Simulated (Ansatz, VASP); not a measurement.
# One calculation of P, two programs

```
P
1.0
    -1.69151    2.51517    1.78459
     1.69151   -2.51517    1.78459
     1.69151    2.51517   -1.78459
P
2
Direct
  0.80331 0.05331 0.75000
  0.19669 0.94669 0.25000
```

Change from the starting cell: strain +0.000 along x and y, -0.040 along z, atoms carried along.

Alike in both runs: task single point; functional PBEsol; k mesh 18 × 18 × 18; occupations gaussian, width 0.15 eV; no spin polarisation.

|  | VASP | Ansatz |
| --- | --- | --- |
| version | VASP 6.6.1 | Ansatz 0.2.0 |
| potentials or method | VASP PAW PBE potentials, release 64 (P), cutoff 520 eV | scalar-relativistic, plane waves, PAW |
| valence electrons in the cell | 10 | 10 |

VASP gave:

```
gap on the k mesh at the Fermi level (eV)                     : none
pressure (GPa)                                                : 3.2
traceless stress, the component that is largest in VASP (GPa) : -5.88
rms of the force components (eV/Å)                            : 0.521
```

**Question.** Which values does Ansatz return?

**Answer.** gap on the k mesh at the Fermi level (eV): none; pressure (GPa): 3.2; traceless stress, the component that is largest in VASP (GPa): -5.99; rms of the force components (eV/Å): 0.542.

VASP's potentials were made for PBE, not for PBEsol. Atom by atom the forces differ by 0.021 eV/Å (rms over components). A gap of «none» marks a metal or a gap that the smearing closes.
